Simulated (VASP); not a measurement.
Set up this calculation in VASP 6.6.1, as the native input.

| Property | Result |
| --- | --- |
| Task | single point |
| Functional | PBE |
| Potentials or basis | VASP PAW PBE potentials, release 64 (Hf_pv) |
| Cutoff | 520 eV |
| k mesh | 16 × 16 × 16 |
| Occupations | gaussian, width 0.05 eV |
| Spin | no spin polarisation |
| Dipole correction | no |
| Further INCAR settings | ALGO = Normal; EDIFF = 1e-06; NBANDS = 11 |

The structure of Hf lies in POSCAR:

```
Hf
1.0
   -1.8050000000      1.8050000000      1.8050000000
    1.8050000000     -1.8050000000      1.8050000000
    1.8050000000      1.8050000000     -1.8050000000
Hf
1
Direct
    0.0000000000      0.0000000000      0.0000000000
```

One way to write it, as run:

INCAR

```
PREC = Accurate ; ENCUT = 520
EDIFF = 1E-6 ; ISMEAR = 0
SIGMA = 0.05 ; LREAL = False
LASPH = True ; NELM = 100
ALGO = Normal ; ISIF = 2
LWAVE = False ; LCHARG = False
GGA = PE ; NBANDS = 11
```

KPOINTS

```
Automatic mesh
0
Gamma
  16 16 16
```

Potentials or basis: VASP PAW PBE potentials, release 64 (Hf_pv).

Command:

```sh
$ cat potpaw_PBE.64/Hf_pv/POTCAR > POTCAR
$ mpirun -np 1 vasp_std > vasp.out
```

It gave:

```
Pressure               : -5.5 GPa
Band gap on the k mesh : zero (band 5 reaches 5.73 eV, above the bottom of band 6 at 3.55 eV)
```

Caveat: spin-orbit coupling is left out, which moves the levels of the heavy elements.

It took 13 s on 1 thread of Intel(R) Xeon(R) Platinum 8375C CPU @ 2.90GHz (Ice Lake), on a shared host, peak memory 0.16 GiB.
